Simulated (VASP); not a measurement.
# GaAs (F-43m) in VASP: further runs

The runs below take GaAs through single point, with PBEsol.

Everything below comes from runs of VASP 6.6.1. Logs are shortened: lines on timing, memory, paths and dates and some standing lists are left out, and cuts for length are marked.

## Step 1: The cell of the first run

Symmetry: F-43m, No. 216, cubic system. The conventional cell has a = 5.750 Å, b = 5.750 Å, c = 5.750 Å, α = 90.00°, β = 90.00°, γ = 90.00°. Within 3.3 Å of Ga (site symmetry -43m) lie 4 As at 2.49 Å. Within 3.3 Å of As (site symmetry -43m) lie 4 Ga at 2.49 Å.

## Step 2: Single point, PBEsol

INCAR reads:

```
SYSTEM = GaAs
PREC = Accurate
ENCUT = 520
EDIFF = 1E-6
ISMEAR = 0
SIGMA = 0.1
LREAL = .FALSE.
LASPH = .TRUE.
NELM = 100
ALGO = Normal
ISIF = 2
LWAVE = .FALSE.
LCHARG = .FALSE.
GGA = PS
NBANDS = 16
```

KPOINTS reads:

```
Automatic mesh
0
G
  6 6 6
  0 0 0
```

POSCAR reads:

```
GaAs
1.0
    0.0000000000      2.8750910496      2.8750910496
    2.8750910496      0.0000000000      2.8750910496
    2.8750910496      2.8750910496      0.0000000000
Ga As
1 1
Direct
    0.0000000000      0.0000000000      0.0000000000
    0.2500000000      0.2500000000      0.2500000000
```

Potentials or basis: VASP PAW PBE potentials, release 64 (Ga_d, As).

On the command line:

```
$ cat potpaw_PBE.64/Ga_d/POTCAR potpaw_PBE.64/As/POTCAR > POTCAR
$ mpirun -np 1 vasp_std > vasp.out
```

OUTCAR:

```text
SYSTEM = GaAs
   PREC = Accurate
   ENCUT = 520
   EDIFF = 1E-6
   ISMEAR = 0
   LREAL = .FALSE.
   LASPH = .TRUE.
   NELM = 100
   ISIF = 2
   GGA = PS

 ion  position               nearest neighbor table
   1  0.000  0.000  0.000-   2 2.49   2 2.49   2 2.49   2 2.49
   2  0.250  0.250  0.250-   1 2.49   1 2.49   1 2.49   1 2.49

  LATTYP: Found a face centered cubic cell.
 ALAT       =     5.7501820992

  Lattice vectors:

 A1 = (   0.0000000000,   2.8750910496,   2.8750910496)
 A2 = (   2.8750910496,   0.0000000000,   2.8750910496)
 A3 = (   2.8750910496,   2.8750910496,   0.0000000000)

Analysis of symmetry for initial positions (statically):
=====================================================================
 Subroutine PRICEL returns:
 Original cell was already a primitive cell.

 Routine SETGRP: Setting up the symmetry group for a
 face centered cubic supercell.

 Subroutine GETGRP returns: Found 24 space group operations
 (whereof 24 operations were pure point group operations)
 out of a pool of 48 trial point group operations.

The static configuration has the point symmetry T_d .

Analysis of symmetry for dynamics (positions and initial velocities):
=====================================================================
 Subroutine PRICEL returns:
 Original cell was already a primitive cell.

 Routine SETGRP: Setting up the symmetry group for a
 face centered cubic supercell.

 Subroutine GETGRP returns: Found 24 space group operations
 (whereof 24 operations were pure point group operations)
 out of a pool of 48 trial point group operations.

The dynamic configuration has the point symmetry T_d .

 Subroutine INISYM returns: Found 24 space group operations
 (whereof 24 operations are pure point group operations),
 and found     1 'primitive' translations

----------------------------------------------------------------------------------------

                                     Primitive cell

  volume of cell :      47.5319

  direct lattice vectors                    reciprocal lattice vectors
     0.000000000  2.875091050  2.875091050    -0.173907536  0.173907536  0.173907536
     2.875091050  0.000000000  2.875091050     0.173907536 -0.173907536  0.173907536
     2.875091050  2.875091050  0.000000000     0.173907536  0.173907536 -0.173907536

  length of vectors
     4.065992755  4.065992755  4.065992755     0.301216688  0.301216688  0.301216688

  position of ions in fractional coordinates (direct lattice)
     0.000000000  0.000000000  0.000000000
     0.250000000  0.250000000  0.250000000

  ion indices of the primitive-cell ions
   primitive index   ion index
                 1           1
                 2           2

----------------------------------------------------------------------------------------

 KPOINTS: Automatic mesh

Automatic generation of k-mesh.
 Grid dimensions read from file:
 generate k-points for:    6    6    6

 Generating k-lattice:

  Cartesian coordinates                     Fractional coordinates (reciprocal lattice)
    -0.028984589  0.028984589  0.028984589     0.166666667  0.000000000  0.000000000
     0.028984589 -0.028984589  0.028984589     0.000000000  0.166666667  0.000000000
     0.028984589  0.028984589 -0.028984589     0.000000000  0.000000000  0.166666667

  Length of vectors
     0.050202781  0.050202781  0.050202781

  Shift w.r.t. Gamma in fractional coordinates (k-lattice)
     0.000000000  0.000000000  0.000000000

 Subroutine IBZKPT returns following result:
 ===========================================

 Found     16 irreducible k-points:

 Following reciprocal coordinates:
            Coordinates               Weight
  0.000000  0.000000  0.000000      1.000000
  0.166667  0.000000  0.000000      8.000000
  0.333333  0.000000  0.000000      8.000000
  0.500000  0.000000  0.000000      4.000000
  0.166667  0.166667  0.000000      6.000000
  0.333333  0.166667  0.000000     24.000000
[... 8 lines left out ...]
 -0.333333  0.333333  0.166667     24.000000
 -0.333333  0.500000  0.166667     12.000000
   k-points           NKPTS =     16   k-points in BZ     NKDIM =     16   number of bands    NBANDS=     16
   number of dos      NEDOS =    301   number of ions     NIONS =      2
   total plane-waves  NPLWV =  27000
   dimension x,y,z NGX =    30 NGY =   30 NGZ =   30
   dimension x,y,z NGXF=    60 NGYF=   60 NGZF=   60
   ions per type =               1   1
   NGX,Y,Z   is equivalent  to a cutoff of  12.27, 12.27, 12.27 a.u.
   NGXF,Y,Z  is equivalent  to a cutoff of  24.53, 24.53, 24.53 a.u.
 SYSTEM =  GaAs
   PREC   = accura    normal or accurate (medium, high low for compatibility)
   ISTART =      0    job   : 0-new  1-cont  2-samecut
   ICHARG =      2    charge: 1-file 2-atom 10-const
   ISPIN  =      1    spin polarized calculation?
   LNONCOLLINEAR =      F non collinear calculations
   LSORBIT =      F    spin-orbit coupling
   LASPH  =      T    aspherical Exc in radial PAW
   ENCUT  =  520.0 eV  38.22 Ry    6.18 a.u.   7.56  7.56  7.56*2*pi/ulx,y,z
   NELM   =    100;   NELMIN=  2; NELMDL= -5     # of ELM steps
   EDIFF  = 0.1E-05   stopping-criterion for ELM
   LREAL  =      F    real-space projection
   EDIFFG = 0.1E-04   stopping-criterion for IOM
   NSW    =      0    number of steps for IOM
   IBRION =     -1    ionic relax: 0-MD 1-quasi-New 2-CG
   NFREE  =      0    steps in history (QN), initial steepest desc. (CG)
   ISIF   =      2    stress and relaxation
   ISYM   =      2    0-nonsym 1-usesym 2-fastsym
   POTIM  = 0.5000    time-step for ionic-motion
   TEBEG  =    0.0;   TEEND  =   0.0 temperature during run
   PSTRESS=    0.0 pullay stress
   NELECT =      18.0000    total number of electrons
   NUPDOWN=      -1.0000    fix difference up-down
   EMIN   =  10.00;   EMAX   =-10.00  energy-range for DOS
   EFERMI =   0.00;   METHOD = LEGACY
   ISMEAR =     0;   SIGMA  =   0.10  broadening in eV -4-tet -1-fermi 0-gaus
   EFERMI_NEDOS =   21; number of points for ismear=-14 and -15
   IALGO  =     38    algorithm
   IMIX   =      4    mixing-type and parameters
     AMIX     =   0.40;   BMIX     =  1.00
     AMIX_MAG =   1.60;   BMIX_MAG =  1.00
  volume/ion in A,a.u.               =      23.77       160.38
  Fermi-wavevector in a.u.,A,eV,Ry     =   1.184415  2.238221 19.086796  1.402840
  Thomas-Fermi vector in A             =   2.320630
   LORBIT       =      0    0 simple, 1 ext, 2 COOP (PROOUT), +10 PAW based schemes
   GGA     = PS    functional components
   LHFCALC =     F    Hartree Fock is set to
   AEXX    =    0.0000 exact exchange contribution
   IVDW    =     0    specifies the selected vdW correction
   LEPSILON=     F    determine dielectric tensor
   LRPA    =     F    only Hartree local field effects (RPA)
 non-spin polarized calculation
 Gauss-broadening in eV      SIGMA  =   0.10
  energy-cutoff  :      520.00
  volume of cell :       47.53
 maximum number of plane-waves:      1303
   NGX = 15   NGY = 15   NGZ = 15

 number of electron      17.9999988 magnetization

 Free energy of the ion-electron system (eV)
  ---------------------------------------------------
  ext. energy  EPLUGINS =         0.00000000
  ---------------------------------------------------
  free energy    TOTEN  =        -9.04651490 eV

  energy without entropy =       -9.04579407  energy(sigma->0) =       -9.04615448

 E-fermi :   3.4234     XC(G=0):  -9.5437

 val. band max:        3.3506360247   @ k =   0.0000   0.0000   0.0000
 cond. band min:       3.4314314235   @ k =   0.0000   0.0000   0.0000
 fundamental gap:      0.0807953988
 Fermi energy:         3.4234258133

 k-point     1 :       0.0000    0.0000    0.0000
  band No.  band energies     occupation
      1     -11.3499      2.00000
      2     -11.3499      2.00000
      3     -11.3499      2.00000
      4     -11.2818      2.00000
      5     -11.2818      2.00000
      6      -9.0484      2.00000
[... 8 lines left out ...]
     15      13.3261      0.00000
     16      13.3261      0.00000

 k-point     2 :       0.1667    0.0000    0.0000
  band No.  band energies     occupation
      1     -11.3679      2.00000
      2     -11.3448      2.00000
      3     -11.3448      2.00000
      4     -11.2819      2.00000
      5     -11.2819      2.00000
      6      -8.7498      2.00000
[... 8 lines left out ...]
     15      12.2612      0.00000
     16      12.2612      0.00000

 k-point     3 :       0.3333    0.0000    0.0000
  band No.  band energies     occupation
      1     -11.4004      2.00000
      2     -11.3365      2.00000
      3     -11.3365      2.00000
      4     -11.2804      2.00000
      5     -11.2804      2.00000
      6      -7.9831      2.00000
[... 8 lines left out ...]
     15      12.8309      0.00000
     16      12.8309      0.00000

 k-point     4 :       0.5000    0.0000    0.0000
  band No.  band energies     occupation
      1     -11.4153      2.00000
      2     -11.3334      2.00000
      3     -11.3334      2.00000
      4     -11.2786      2.00000
      5     -11.2786      2.00000
      6      -7.4225      2.00000
[... 8 lines left out ...]
     15      14.9081      0.00000
     16      14.9081      0.00000
[... 172 lines left out ...]
 k-point    14 :       0.5000    0.3333    0.1667
  band No.  band energies     occupation
      1     -11.4211      2.00000
      2     -11.3270      2.00000
      3     -11.3210      2.00000
      4     -11.2904      2.00000
      5     -11.2766      2.00000
      6      -7.3709      2.00000
[... 8 lines left out ...]
     15      14.1131      0.00000
     16      16.0079      0.00000

 k-point    15 :      -0.3333    0.3333    0.1667
  band No.  band energies     occupation
      1     -11.4276      2.00000
      2     -11.3265      2.00000
      3     -11.3168      2.00000
      4     -11.2884      2.00000
      5     -11.2786      2.00000
      6      -6.9172      2.00000
[... 8 lines left out ...]
     15      15.1212      0.00000
     16      15.6776      0.00000

 k-point    16 :      -0.3333    0.5000    0.1667
  band No.  band energies     occupation
      1     -11.4356      2.00000
      2     -11.3198      2.00000
      3     -11.3114      2.00000
      4     -11.2943      2.00000
      5     -11.2756      2.00000
      6      -6.7071      2.00000
[... 8 lines left out ...]
     15      15.1777      0.00000
     16      16.2657      0.00000

------------------------ aborting loop because EDIFF is reached ----------------------------------------

  FORCE on cell =-STRESS in cart. coord.  units (eV):
  Direction    XX          YY          ZZ          XY          YZ          ZX
  --------------------------------------------------------------------------------------
  -------------------------------------------------------------------------------------
  Total       -0.8280404     -0.8280404     -0.8280404      0.0000000      0.0000000     -0.0000000
  in kB      -27.9111239    -27.9111239    -27.9111239      0.0000000      0.0000000     -0.0000000
  external PRESSURE =     -27.9111239 kB  Pullay stress =       0.0000000 kB

 VOLUME and BASIS-vectors are now :
 -----------------------------------------------------------------------------
  energy-cutoff  :      520.00
  volume of cell :       47.53
      direct lattice vectors                 reciprocal lattice vectors
     0.000000000  2.875091050  2.875091050    -0.173907536  0.173907536  0.173907536
     2.875091050  0.000000000  2.875091050     0.173907536 -0.173907536  0.173907536
     2.875091050  2.875091050  0.000000000     0.173907536  0.173907536 -0.173907536

 POSITION                                       TOTAL-FORCE (eV/Angst)
 -----------------------------------------------------------------------------------
      0.00000      0.00000      0.00000        -0.000000     -0.000000     -0.000000
      1.43755      1.43755      1.43755         0.000000      0.000000      0.000000
 -----------------------------------------------------------------------------------
    total drift:                                0.000001      0.000001      0.000001

  FREE ENERGIE OF THE ION-ELECTRON SYSTEM (eV)
  ---------------------------------------------------
  free  energy   TOTEN  =        -9.0465148963 eV

  energy  without entropy=       -9.0457940652  energy(sigma->0) =       -9.04615448
```

Run time: 6.4 s. Hardware: 1 thread of Intel Xeon 6975P-C (Granite Rapids), shared host; peak memory 0.16 GiB.

Results:

* Free energy: -9.0465 eV
* Pressure: -2.8 GPa
* Band gap on the k mesh: 0.08 eV, direct

Caveat: the PAW data sets were made with another functional, which shifts forces and pressure a little.

(Part 1 of 2 ends here.)
